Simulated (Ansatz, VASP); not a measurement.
**One calculation of YHg, two programs**

File INCAR:

```
PREC = Accurate ; ENCUT = 520
EDIFF = 1E-8 ; ISMEAR = -1
SIGMA = 0.08 ; LREAL = F
LASPH = T ; NELM = 100
ALGO = Normal ; ISIF = 2
LWAVE = F ; LCHARG = F
LEFG = T ; NBANDS = 18
```

Contents of KPOINTS:

```
Automatic mesh
0
Gamma
  11 11 11
```

The input POSCAR:

```
YHg
1.0
    3.6068360523      0.0000000000      0.0000000000
    0.0000000000      3.6068360523      0.0000000000
    0.0000000000      0.0000000000      3.6068360523
Y Hg
1 1
Direct
    0.5000000000      0.5000000000      0.5000000000
    0.0000000000      0.0000000000      0.0000000000
```

Input for Ansatz:

```yaml
crystal:
  lattice:
    - [3.6068360523, 0.0, 0.0]
    - [0.0, 3.6068360523, 0.0]
    - [0.0, 0.0, 3.6068360523]
  atoms:
    - { symbol: "Y", position: [0.5, 0.5, 0.5] }
    - { symbol: Hg, position: [0.0, 0.0, 0.0] }
kpoints:
  mp_grid: { grid: [11, 11, 11] }
scf:
  occupations: { method: fermi_dirac, width: 0.08 }
hamiltonian:
  xc: lda
  pseudopotentials: { kind: all_electron, datasets: crystal }
output:
  forces: true
  stress: true
  eigenvalues: true
  efg: { contact_densities: true }
```

Change from the starting cell: volume scaled by 0.94, crystal datasets.

Alike in both runs: task electric field gradients; functional LDA; k mesh 11 × 11 × 11; occupations fermi-dirac, width 0.08 eV; no spin polarisation.

|  | VASP | Ansatz |
| --- | --- | --- |
| version | VASP 6.6.1 | Ansatz 0.2.0 |
| potentials or method | VASP PAW LDA potentials, release 64 (Y_sv, Hg), cutoff 520 eV | all-electron PAW with datasets made for the crystal, scalar-relativistic |

Ansatz gave:

| Property | Result |
| --- | --- |
| pressure (GPa) | 1.2 |

What did VASP give for the same quantities?

Pressure (GPa): 1.5.

LDA's correlation is that of Perdew and Zunger in VASP and of Perdew and Wang (1992) in Ansatz. Ansatz ran all-electron here, and VASP with PAW potentials.

Spin-orbit coupling is off throughout.
